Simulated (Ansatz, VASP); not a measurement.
## One calculation of Be, two programs

```
CELL_PARAMETERS angstrom
-1.25728 1.25728 1.25728
1.25728 -1.25728 1.25728
1.25728 1.25728 -1.25728
ATOMIC_POSITIONS crystal
Be 0.00000 0.00000 0.00000
```

Change from the starting cell: volume scaled by 1.01, PAW files.

Alike in both runs: task electric field gradients; functional PBEsol; k mesh 23 × 23 × 23; occupations fermi-dirac, width 0.03 eV; no spin polarisation.

|  | VASP | Ansatz |
| --- | --- | --- |
| version | VASP 6.6.1 | Ansatz 0.2.0 |
| potentials or method | VASP PAW PBE potentials, release 64 (Be) | PAW with Ansatz's default frozen-core files, scalar-relativistic |
| plane-wave cutoff (eV) | 520 | 420 |
| valence electrons in the cell | 2 | 2 |

Ansatz gave:

* pressure (GPa): -3.1

Task: Estimate VASP's values.

Result: Pressure (GPa): -2.8.

VASP's potentials were made for PBE, not for PBEsol.
